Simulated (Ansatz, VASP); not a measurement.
Two plane-wave programs on B4MoRu

```xyz
6
Lattice="0.0000 3.0859 3.0859 3.0859 0.0000 3.0859 3.0859 3.0859 0.0000" Properties=species:S:1:pos:R:3 pbc="T T T"
B     3.8600    2.3119    2.3119
B     2.3119    3.8600    2.3119
B     2.3119    2.3119    3.8600
B     3.8600    3.8600    3.8600
Mo    0.0000    0.0000    0.0000
Ru    1.5430    1.5430    1.5430
```

Change from the starting cell: species swapped into the TbInPt4 type (F-43m, No. 216).

Alike in both runs: task single point; functional PBE; k mesh 6 × 6 × 6; occupations gaussian, width 0.1 eV; no spin polarisation.

|  | VASP | Ansatz |
| --- | --- | --- |
| version | VASP 6.6.1 | Ansatz 0.2.0 |
| potentials or method | VASP PAW PBE potentials, release 64 (B, Mo_sv, Ru_pv), cutoff 520 eV | scalar-relativistic, plane waves, PAW |
| valence electrons in the cell | 40 | 42 |

```csv
,VASP,Ansatz,Ansatz less VASP
gap on the k mesh at the Fermi level (eV),none,none,-
rms of the force components (eV/Å),0.025,0.026,+0.0008
```

Atom by atom the forces differ by 0.001 eV/Å (rms over components). A gap of «none» marks a metal or a gap that the smearing closes. VASP's potentials hold 40 valence electrons a cell and Ansatz's 42, so a difference there can come from the potentials and not from the codes.
